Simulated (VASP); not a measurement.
A run of VASP 6.6.1 is set up as follows.

File INCAR:

```
SYSTEM = TiN
PREC = Accurate
ENCUT = 600
EDIFF = 1E-7
ISMEAR = -1
SIGMA = 0.1
LREAL = .FALSE.
LASPH = .TRUE.
NELM = 100
ALGO = Normal
ISIF = 3
LWAVE = .FALSE.
LCHARG = .FALSE.
GGA = CA
IBRION = 2
NSW = 80
EDIFFG = -0.01
```

KPOINTS

```
Automatic mesh
0
G
  13 13 13
  0 0 0
```

The input POSCAR:

```
TiN
1.0
    0.0000000000      2.1190000000      2.1190000000
    2.1190000000      0.0000000000      2.1190000000
    2.1190000000      2.1190000000      0.0000000000
Ti N
1 1
Direct
    0.0000000000      0.0000000000      0.0000000000
    0.5000000000      0.5000000000      0.5000000000
```

Potentials or basis: VASP PAW LDA potentials, release 64 (Ti_sv, N).

Launch:

```bash
$ cat potpaw_LDA.64/Ti_sv/POTCAR potpaw_LDA.64/N/POTCAR > POTCAR
$ mpirun -np 1 vasp_std > vasp.out
```

(1) What does it give for the relaxed cell?

(2) Estimate the space group after relaxing (to 0.05 Å).

(3) Predict the relaxed volume.

## Answers

(1) a = 2.953 Å, b = 2.953 Å, c = 2.953 Å, α = 60.00°, β = 60.00°, γ = 60.00°.

(2) Fm-3m (No. 225).

(3) 9.10 Å³/atom.
